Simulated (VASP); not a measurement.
## SiO2: single point with r2SCAN

The system is SiO2.

```
CELL_PARAMETERS angstrom
5.16673 0.00000 0.00000
-2.58337 4.47452 0.00000
0.00000 0.00000 5.63267
ATOMIC_POSITIONS crystal
Si 0.00000 0.50000 0.33333
Si 0.50000 0.50000 0.66667
Si 0.50000 0.00000 0.00000
O 0.57439 0.78720 0.83333
O 0.78720 0.57439 0.50000
O 0.78720 0.21280 0.16667
O 0.42561 0.21280 0.83333
O 0.21280 0.42561 0.50000
O 0.21280 0.78720 0.16667
```

* Program: VASP 6.6.1
* Task: single point
* Functional: r2SCAN
* Potentials or basis: VASP PAW PBE potentials, release 64 (Si, O)
* Cutoff: 520 eV
* k mesh: 6 × 6 × 4
* Occupations: gaussian, width 0.02 eV
* Spin: no spin polarisation

* Pressure: -7.7 GPa
* Largest force: 0.004 eV/Å
* Band gap on the k mesh: 6.02 eV (least direct gap 6.25 eV)

Forces in eV/Å, atoms in the order of the input:
```
Si   0.000  0.000  0.000
Si   0.000  0.000  0.000
Si   0.000  0.000  0.000
O   -0.004 -0.002  0.000
O    0.000 -0.004  0.000
O   -0.004  0.002  0.000
O    0.004  0.002  0.000
O    0.000  0.004  0.000
O    0.004 -0.002  0.000
```

Levels at points of the mesh, in eV from the valence-band top:
| k point | band 20 | band 21 | band 22 | band 23 | band 24 | band 25 | band 26 | band 27 | band 28 | band 29 |
| --- | --- | --- | --- | --- | --- | --- | --- | --- | --- | --- |
| (0.00, 0.00, 0.00) | -0.89 | -0.89 | -0.42 | -0.42 | -0.23 | 6.02 | 9.48 | 9.48 | 9.65 | 9.65 |
| (0.50, 0.00, 0.00) | -1.12 | -1.11 | -0.99 | -0.32 | 0.00 | 8.13 | 8.91 | 10.10 | 10.23 | 10.38 |
| (0.00, 0.00, 0.50) | -1.83 | -1.04 | -0.28 | -0.01 | -0.01 | 7.86 | 7.86 | 9.15 | 10.21 | 10.21 |
| (0.50, 0.00, 0.50) | -1.31 | -0.89 | -0.70 | -0.69 | -0.31 | 8.92 | 9.38 | 9.76 | 9.93 | 10.17 |

Run time: 2.4 min on 1 thread of Intel(R) Xeon(R) 6975P-C (Granite Rapids), with other jobs on the host, peak memory 0.3 GiB.

Caveat: the cell stands under tension; the PAW data sets were made with another functional, which shifts forces and pressure a little. A k mesh can miss the band edges.
